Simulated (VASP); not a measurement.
# HgTe (Pm-3m) in VASP: a series of runs, part 2 of 3

VASP 6.6.1. The steps go on from the part before.

## Step 4: Single point, r2SCAN

File POSCAR:

```
HgTe
1.0
    3.7903382814      0.0000000000      0.0000000000
    0.0000000000      3.7903382814      0.0000000000
    0.0000000000      0.0000000000      3.7903382814
Hg Te
1 1
Direct
    0.0000000000      0.0000000000      0.0000000000
    0.5000000000      0.5000000000      0.5000000000
```

File INCAR.step1:

```
SYSTEM = HgTe
PREC     = Accurate       ! precision mode
ENCUT    = 520            ! plane-wave cutoff, eV
ISMEAR   = -1             ! smearing method
SIGMA    = 0.02           ! smearing width, eV
LREAL    = .FALSE.        ! projectors in reciprocal space
LASPH    = .TRUE.         ! aspherical terms in the spheres
NELM     = 60             ! most SCF steps
NBANDS   = 16             ! bands
ISYM     = 0            
GGA      = PE             ! functional
ALGO     = Normal         ! electronic algorithm
EDIFF    = 1E-4           ! SCF threshold, eV
LWAVE    = .TRUE.         ! write WAVECAR
LCHARG   = .FALSE.        ! write CHGCAR
```

File INCAR.step2:

```
SYSTEM = HgTe
PREC     = Accurate       ! precision mode
ENCUT    = 520            ! plane-wave cutoff, eV
EDIFF    = 1E-6           ! SCF threshold, eV
ISMEAR   = -1             ! smearing method
SIGMA    = 0.02           ! smearing width, eV
LREAL    = .FALSE.        ! projectors in reciprocal space
LASPH    = .TRUE.         ! aspherical terms in the spheres
NELM     = 60             ! most SCF steps
ALGO     = Normal         ! electronic algorithm
ISIF     = 2              ! what is computed and relaxed
LWAVE    = .FALSE.        ! write WAVECAR
LCHARG   = .TRUE.         ! write CHGCAR
METAGGA  = R2SCAN         ! meta-GGA
LMIXTAU  = .TRUE.       
LELF     = .TRUE.         ! ELF
LVHAR    = .TRUE.       
NBANDS   = 16             ! bands
ISYM     = 0            
ISTART   = 1
```

File KPOINTS:

```
Automatic mesh
0
G
  4 4 4
  0 0 0
```

Potentials or basis: VASP PAW PBE potentials, release 64 (Hg, Te).

Started as:

```
cat potpaw_PBE.64/Hg/POTCAR potpaw_PBE.64/Te/POTCAR > POTCAR
cp INCAR.step1 INCAR
mpirun -np 1 vasp_std > vasp.out
cp INCAR.step2 INCAR
mpirun -np 1 vasp_std > vasp.out
```

OUTCAR:

```text
SYSTEM = HgTe
   PREC = Accurate
   ENCUT = 520
   EDIFF = 1E-6
   ISMEAR = -1
   LREAL = .FALSE.
   LASPH = .TRUE.
   NELM = 60
   ISIF = 2
   METAGGA = R2SCAN
   ISYM = 0
   ISTART = 1

 ion  position               nearest neighbor table
   1  0.000  0.000  0.000-   2 3.28   2 3.28   2 3.28   2 3.28   2 3.28   2 3.28   2 3.28   2 3.28

   2  0.500  0.500  0.500-   1 3.28   1 3.28   1 3.28   1 3.28   1 3.28   1 3.28   1 3.28   1 3.28

IMPORTANT INFORMATION: All symmetrisations will be switched off!
NOSYMM: (Re-)initialisation of all symmetry stuff for point group C_1.

----------------------------------------------------------------------------------------

                                     Primitive cell

  volume of cell :      54.4545

  direct lattice vectors                    reciprocal lattice vectors
     3.790338281  0.000000000  0.000000000     0.263828694  0.000000000  0.000000000
     0.000000000  3.790338281  0.000000000     0.000000000  0.263828694  0.000000000
     0.000000000  0.000000000  3.790338281     0.000000000  0.000000000  0.263828694

  length of vectors
     3.790338281  3.790338281  3.790338281     0.263828694  0.263828694  0.263828694

  position of ions in fractional coordinates (direct lattice)
     0.000000000  0.000000000  0.000000000
     0.500000000  0.500000000  0.500000000

  ion indices of the primitive-cell ions
   primitive index   ion index
                 1           1
                 2           2

----------------------------------------------------------------------------------------

 KPOINTS: Automatic mesh

Automatic generation of k-mesh.
 Grid dimensions read from file:
 generate k-points for:    4    4    4

 Generating k-lattice:

  Cartesian coordinates                     Fractional coordinates (reciprocal lattice)
     0.065957174  0.000000000  0.000000000     0.250000000  0.000000000  0.000000000
     0.000000000  0.065957174  0.000000000     0.000000000  0.250000000  0.000000000
     0.000000000  0.000000000  0.065957174     0.000000000  0.000000000  0.250000000

  Length of vectors
     0.065957174  0.065957174  0.065957174

  Shift w.r.t. Gamma in fractional coordinates (k-lattice)
     0.000000000  0.000000000  0.000000000

 Subroutine IBZKPT returns following result:
 ===========================================

 Found     36 irreducible k-points:

 Following reciprocal coordinates:
            Coordinates               Weight
  0.000000  0.000000  0.000000      1.000000
  0.250000  0.000000  0.000000      2.000000
  0.000000  0.250000  0.000000      2.000000
  0.000000  0.000000  0.250000      2.000000
  0.500000  0.000000  0.000000      1.000000
  0.000000  0.500000  0.000000      1.000000
[... 16 lines left out ...]
  0.250000  0.250000  0.250000      2.000000
 -0.250000  0.250000  0.250000      2.000000
 [... further k-points ...]
   k-points           NKPTS =     36   k-points in BZ     NKDIM =     36   number of bands    NBANDS=     16
   number of dos      NEDOS =    301   number of ions     NIONS =      2
   total plane-waves  NPLWV =  21952
   dimension x,y,z NGX =    28 NGY =   28 NGZ =   28
   dimension x,y,z NGXF=    56 NGYF=   56 NGZF=   56
   ions per type =               1   1
   NGX,Y,Z   is equivalent  to a cutoff of  12.28, 12.28, 12.28 a.u.
   NGXF,Y,Z  is equivalent  to a cutoff of  24.56, 24.56, 24.56 a.u.
 SYSTEM =  HgTe
   PREC   = accura    normal or accurate (medium, high low for compatibility)
   ISTART =      1    job   : 0-new  1-cont  2-samecut
   ICHARG =      0    charge: 1-file 2-atom 10-const
   ISPIN  =      1    spin polarized calculation?
   LNONCOLLINEAR =      F non collinear calculations
   LSORBIT =      F    spin-orbit coupling
   LASPH  =      T    aspherical Exc in radial PAW
   ENCUT  =  520.0 eV  38.22 Ry    6.18 a.u.   7.05  7.05  7.05*2*pi/ulx,y,z
   NELM   =     60;   NELMIN=  2; NELMDL=  0     # of ELM steps
   EDIFF  = 0.1E-05   stopping-criterion for ELM
   LREAL  =      F    real-space projection
   EDIFFG = 0.1E-04   stopping-criterion for IOM
   NSW    =      0    number of steps for IOM
   IBRION =     -1    ionic relax: 0-MD 1-quasi-New 2-CG
   NFREE  =      0    steps in history (QN), initial steepest desc. (CG)
   ISIF   =      2    stress and relaxation
   ISYM   =      0    0-nonsym 1-usesym 2-fastsym
   POTIM  = 0.5000    time-step for ionic-motion
   TEBEG  =    0.0;   TEEND  =   0.0 temperature during run
   PSTRESS=    0.0 pullay stress
   NELECT =      18.0000    total number of electrons
   NUPDOWN=      -1.0000    fix difference up-down
   EMIN   =  10.00;   EMAX   =-10.00  energy-range for DOS
   EFERMI =   0.00;   METHOD = LEGACY
   ISMEAR =    -1;   SIGMA  =   0.02  broadening in eV -4-tet -1-fermi 0-gaus
   EFERMI_NEDOS =   21; number of points for ismear=-14 and -15
   IALGO  =     38    algorithm
   IMIX   =      4    mixing-type and parameters
     AMIX     =   0.40;   BMIX     =  1.00
     AMIX_MAG =   1.60;   BMIX_MAG =  1.00
  volume/ion in A,a.u.               =      27.23       183.74
  Fermi-wavevector in a.u.,A,eV,Ry     =   1.131934  2.139045 17.432793  1.281274
  Thomas-Fermi vector in A             =   2.268634
   LORBIT       =      0    0 simple, 1 ext, 2 COOP (PROOUT), +10 PAW based schemes
   METAGGA = R2SCAN    functional components
   LHFCALC =     F    Hartree Fock is set to
   AEXX    =    0.0000 exact exchange contribution
   IVDW    =     0    specifies the selected vdW correction
   LEPSILON=     F    determine dielectric tensor
   LRPA    =     F    only Hartree local field effects (RPA)
 non-spin polarized calculation
  energy-cutoff  :      520.00
  volume of cell :       54.45
 maximum number of plane-waves:      1492
   NGX = 15   NGY = 15   NGZ = 15

 number of electron      18.0000002 magnetization

 Free energy of the ion-electron system (eV)
  ---------------------------------------------------
  ext. energy  EPLUGINS =         0.00000000
  ---------------------------------------------------
  free energy    TOTEN  =       -74.17379239 eV

  energy without entropy =      -74.16951208  energy(sigma->0) =      -74.17165224

 E-fermi :   4.6423     XC(G=0): -10.7306

 val. band max:        4.6126577793   @ k =   0.5000   0.0000   0.2500
 cond. band min:       4.7219178175   @ k =   0.2500   0.2500   0.0000
 fundamental gap:      0.1092600382
 Fermi energy:         4.6423170706

 k-point     1 :       0.0000    0.0000    0.0000
  band No.  band energies     occupation
      1      -8.1113      2.00000
      2      -2.0858      2.00000
      3      -2.0858      2.00000
      4      -1.6207      2.00000
      5      -1.6207      2.00000
      6      -1.6207      2.00000
[... 8 lines left out ...]
     15      14.9843      0.00000
     16      18.3764      0.00000

 k-point     2 :       0.2500    0.0000    0.0000
  band No.  band energies     occupation
      1      -7.6594      2.00000
      2      -2.0558      2.00000
      3      -2.0540      2.00000
      4      -1.7903      2.00000
      5      -1.7903      2.00000
      6      -1.6115      2.00000
[... 8 lines left out ...]
     15      14.3068      0.00000
     16      16.7052      0.00000

 k-point     3 :       0.0000    0.2500    0.0000
  band No.  band energies     occupation
      1      -7.6594      2.00000
      2      -2.0558      2.00000
      3      -2.0540      2.00000
      4      -1.7903      2.00000
      5      -1.7903      2.00000
      6      -1.6115      2.00000
[... 8 lines left out ...]
     15      14.3068      0.00000
     16      16.7052      0.00000

 k-point     4 :       0.0000    0.0000    0.2500
  band No.  band energies     occupation
      1      -7.6594      2.00000
      2      -2.0558      2.00000
      3      -2.0540      2.00000
      4      -1.7903      2.00000
      5      -1.7903      2.00000
      6      -1.6115      2.00000
[... 8 lines left out ...]
     15      14.3068      0.00000
     16      16.7052      0.00000
[... 324 lines left out ...]
 k-point    22 :       0.5000    0.0000    0.5000
  band No.  band energies     occupation
      1      -6.5475      2.00000
      2      -1.9374      2.00000
      3      -1.7812      2.00000
      4      -1.7812      2.00000
      5      -1.3910      2.00000
      6      -1.3192      2.00000
[... 8 lines left out ...]
     15      15.1092      0.00000
     16      15.1092      0.00000

 k-point    23 :       0.2500    0.2500    0.2500
  band No.  band energies     occupation
      1      -6.9364      2.00000
      2      -2.0148      2.00000
      3      -2.0148      2.00000
      4      -1.7495      2.00000
      5      -1.7495      2.00000
      6      -1.6685      2.00000
[... 8 lines left out ...]
     15      14.6201      0.00000
     16      16.5302      0.00000

 k-point    24 :      -0.2500    0.2500    0.2500
  band No.  band energies     occupation
      1      -6.9364      2.00000
      2      -2.0148      2.00000
      3      -2.0148      2.00000
      4      -1.7495      2.00000
      5      -1.7495      2.00000
      6      -1.6685      2.00000
[... 8 lines left out ...]
     15      14.6201      0.00000
     16      16.5302      0.00000

 [... further k-points ...]
[... 5 lines left out ...]
  --------------------------------------------------------------------------------------
  -------------------------------------------------------------------------------------
  Total        0.0679042      0.0679051      0.0679060      0.0000003      0.0000009     -0.0000006
  in kB        1.9978968      1.9979234      1.9979497      0.0000085      0.0000251     -0.0000171
  external PRESSURE =       1.9979233 kB  Pullay stress =       0.0000000 kB

 VOLUME and BASIS-vectors are now :
 -----------------------------------------------------------------------------
  energy-cutoff  :      520.00
  volume of cell :       54.45
      direct lattice vectors                 reciprocal lattice vectors
     3.790338281  0.000000000  0.000000000     0.263828694  0.000000000  0.000000000
     0.000000000  3.790338281  0.000000000     0.000000000  0.263828694  0.000000000
     0.000000000  0.000000000  3.790338281     0.000000000  0.000000000  0.263828694

 POSITION                                       TOTAL-FORCE (eV/Angst)
 -----------------------------------------------------------------------------------
      0.00000      0.00000      0.00000        -0.000000     -0.000000     -0.000000
      1.89517      1.89517      1.89517         0.000000      0.000000      0.000000
 -----------------------------------------------------------------------------------
    total drift:                                0.000000     -0.000000      0.000000

  FREE ENERGIE OF THE ION-ELECTRON SYSTEM (eV)
  ---------------------------------------------------
  free  energy   TOTEN  =       -74.1737923916 eV

  energy  without entropy=      -74.1695120841  energy(sigma->0) =      -74.17165224
```

It took 38 s on 1 thread of Intel Xeon 6975P-C (Granite Rapids), shared host; peak memory 0.18 GiB.

Results:

```
Free energy            : -74.1738 eV
Pressure               : 0.2 GPa
Band gap on the k mesh : zero (band 9 reaches 5.20 eV, above the bottom of band 10 at 3.63 eV)
```

Levels at points of the mesh, in eV from the Fermi level:
| k point | band 6 | band 7 | band 8 | band 9 | band 10 | band 11 | band 12 | band 13 |
| --- | --- | --- | --- | --- | --- | --- | --- | --- |
| (0.00, 0.00, 0.00) | -6.26 | -1.94 | -1.01 | -1.01 | -1.01 | 6.10 | 6.10 | 10.34 |
| (0.50, 0.00, 0.00) | -6.24 | -5.49 | 0.56 | 0.56 | 2.64 | 3.63 | 6.06 | 6.06 |
| (0.00, 0.50, 0.00) | -6.24 | -5.49 | 0.56 | 0.56 | 2.64 | 3.63 | 6.06 | 6.06 |
| (0.00, 0.00, 0.50) | -6.24 | -5.49 | 0.56 | 0.56 | 2.64 | 3.63 | 6.06 | 6.06 |
| (0.50, 0.50, 0.00) | -5.96 | -4.22 | -4.22 | -2.72 | 0.52 | 7.30 | 7.30 | 8.24 |
| (0.00, 0.50, 0.50) | -5.96 | -4.22 | -4.22 | -2.72 | 0.52 | 7.30 | 7.30 | 8.24 |
| (0.50, 0.00, 0.50) | -5.96 | -4.22 | -4.22 | -2.72 | 0.52 | 7.30 | 7.30 | 8.24 |
| (0.50, 0.50, 0.50) | -6.02 | -1.64 | -1.64 | -1.64 | -0.95 | 1.62 | 1.62 | 1.62 |

Caveat: the k points lie up to 0.41 Å⁻¹ apart; the PAW data sets were made with another functional, which shifts forces and pressure a little; spin-orbit coupling is left out, which moves the levels of the heavy elements.

## Step 5: Single point, PBE-based global hybrid

POSCAR is that of step 4.

File INCAR.step1:

```
PREC = Accurate ; ENCUT = 520
EDIFF = 1E-5 ; ISMEAR = -1
SIGMA = 0.02 ; LREAL = False
LASPH = True ; NELM = 80
ALGO = Normal ; ISIF = 2
LWAVE = True ; LCHARG = False
GGA = PE ; NBANDS = 16
```

File INCAR.step2:

```
PREC = Accurate ; ENCUT = 520
EDIFF = 1E-6 ; ISMEAR = -1
SIGMA = 0.02 ; LREAL = False
LASPH = True ; NELM = 80
ALGO = Normal ; ISIF = 2
LWAVE = False ; LCHARG = False
GGA = PE ; LHFCALC = True
AEXX = 0.05 ; PRECFOCK = Normal
ISTART = 1 ; NBANDS = 16
```

File KPOINTS:

```
Automatic mesh
0
Gamma
  4 4 4
```

Potentials or basis: VASP PAW PBE potentials, release 64 (Hg, Te).

Started as:

```
cat potpaw_PBE.64/Hg/POTCAR potpaw_PBE.64/Te/POTCAR > POTCAR
cp INCAR.step1 INCAR
mpirun -np 1 vasp_std > vasp.out
cp INCAR.step2 INCAR
mpirun -np 1 vasp_std > vasp.out
```

OUTCAR:

```text
PREC = Accurate
   ENCUT = 520
   EDIFF = 1E-6
   ISMEAR = -1
   LREAL = False
   LASPH = True
   NELM = 80
   ISIF = 2
   GGA = PE
   LHFCALC = True
   AEXX = 0.05
   PRECFOCK = Normal
   ISTART = 1

 ion  position               nearest neighbor table
   1  0.000  0.000  0.000-   2 3.28   2 3.28   2 3.28   2 3.28   2 3.28   2 3.28   2 3.28   2 3.28

   2  0.500  0.500  0.500-   1 3.28   1 3.28   1 3.28   1 3.28   1 3.28   1 3.28   1 3.28   1 3.28

  LATTYP: Found a simple cubic cell.
 ALAT       =     3.7903382814

  Lattice vectors:

 A1 = (   3.7903382814,   0.0000000000,   0.0000000000)
 A2 = (   0.0000000000,   3.7903382814,   0.0000000000)
 A3 = (   0.0000000000,   0.0000000000,   3.7903382814)

Analysis of symmetry for initial positions (statically):
=====================================================================
 Subroutine PRICEL returns:
 Original cell was already a primitive cell.

 Routine SETGRP: Setting up the symmetry group for a
 simple cubic supercell.
[... 155 lines left out ...]
  free energy    TOTEN  =        -3.03466044 eV

  energy without entropy =       -3.03127847  energy(sigma->0) =       -3.03296945

 E-fermi :   4.6800     XC(G=0):  -9.7850

 val. band max:        4.6477681335   @ k =   0.5000   0.2500   0.0000
 cond. band min:       4.9363905257   @ k =   0.2500   0.2500   0.0000
 fundamental gap:      0.2886223922
 Fermi energy:         4.6799612550

 k-point     1 :       0.0000    0.0000    0.0000
  band No.  band energies     occupation
      1      -7.9170      2.00000
      2      -2.0050      2.00000
      3      -2.0050      2.00000
      4      -1.5245      2.00000
      5      -1.5245      2.00000
      6      -1.5245      2.00000
[... 167 lines left out ...]
      3      -2.3834      2.00000
      4      -2.3834      2.00000
      5      -1.2775      2.00000
      6      -1.2775      2.00000
[... 8 lines left out ...]
     15      21.4060      0.00000
     16      21.4083      0.00000

------------------------ aborting loop because EDIFF is reached ----------------------------------------

  FORCE on cell =-STRESS in cart. coord.  units (eV):
  Direction    XX          YY          ZZ          XY          YZ          ZX
  --------------------------------------------------------------------------------------
  -------------------------------------------------------------------------------------
  Total        0.0908398      0.0908398      0.0908398      0.0000000      0.0000000     -0.0000000
  in kB        2.6727161      2.6727161      2.6727161      0.0000000      0.0000000     -0.0000000
  external PRESSURE =       2.6727161 kB  Pullay stress =       0.0000000 kB

 VOLUME and BASIS-vectors are now :
 -----------------------------------------------------------------------------
  energy-cutoff  :      520.00
  volume of cell :       54.45
      direct lattice vectors                 reciprocal lattice vectors
     3.790338281  0.000000000  0.000000000     0.263828694  0.000000000  0.000000000
     0.000000000  3.790338281  0.000000000     0.000000000  0.263828694  0.000000000
     0.000000000  0.000000000  3.790338281     0.000000000  0.000000000  0.263828694

 POSITION                                       TOTAL-FORCE (eV/Angst)
 -----------------------------------------------------------------------------------
      0.00000      0.00000      0.00000         0.000000      0.000000      0.000000
      1.89517      1.89517      1.89517         0.000000      0.000000      0.000000
 -----------------------------------------------------------------------------------
    total drift:                                0.000000     -0.000000      0.000000

  FREE ENERGIE OF THE ION-ELECTRON SYSTEM (eV)
  ---------------------------------------------------
  free  energy   TOTEN  =        -3.0346604379 eV

  energy  without entropy=       -3.0312784678  energy(sigma->0) =       -3.03296945
```

Run time: 3.5 min. Hardware: 1 thread of Intel Xeon 6975P-C (Granite Rapids), shared host; peak memory 0.18 GiB.

Results:

```
Free energy            : -3.0347 eV
Pressure               : 0.3 GPa
Band gap on the k mesh : zero (band 9 reaches 5.42 eV, above the bottom of band 10 at 3.71 eV)
```

Levels at points of the mesh, in eV from the Fermi level:
```csv
k point,band 5,band 6,band 7,band 8,band 9,band 10,band 11,band 12,band 13,band 14
"(0.00, 0.00, 0.00)",-6.20,-6.20,-2.08,-0.97,-0.97,-0.97,5.89,5.89,10.12,10.12
"(0.50, 0.00, 0.00)",-6.52,-6.19,-5.45,0.74,0.74,2.74,3.32,5.97,5.97,6.18
"(0.50, 0.50, 0.00)",-5.97,-5.94,-4.22,-4.22,-2.75,0.73,7.08,7.08,7.89,8.73
"(0.50, 0.50, 0.50)",-5.96,-5.96,-1.62,-1.62,-1.62,-0.94,1.51,1.51,1.51,16.73
```

Caveat: the k points lie up to 0.41 Å⁻¹ apart; the PAW data sets were made with another functional, which shifts forces and pressure a little; spin-orbit coupling is left out, which moves the levels of the heavy elements.

[end of part 2 of 3]
